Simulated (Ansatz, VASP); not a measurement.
## BiB: VASP beside Ansatz

```
B Bi
1.0
     0.00000    2.74487    2.74487
     2.70370    0.00000    2.74487
     2.70370    2.74487    0.00000
B Bi
1 1
Direct
  0.00000 0.00000 0.00000
  0.25000 0.25000 0.25000
```

Change from the starting cell: uniaxial_x strain -1.5%.

Alike in both runs: task single point; functional PBE; k mesh 8 × 8 × 8; occupations fermi-dirac, width 0.02 eV; no spin polarisation.

```csv
,VASP,Ansatz
version,VASP 6.6.1,Ansatz 0.2.0
potentials or method,"VASP PAW PBE potentials, release 64 (B, Bi_d)","plane waves, PAW"
plane-wave cutoff (eV),520,420
valence electrons in the cell,18,18
```

```csv
,VASP,Ansatz,Ansatz less VASP
pressure (GPa),2.5,2.5,+0.05
"traceless stress, the component that is largest in VASP (GPa)",0.92,0.92,-0.001
```

Spin-orbit coupling is off throughout.
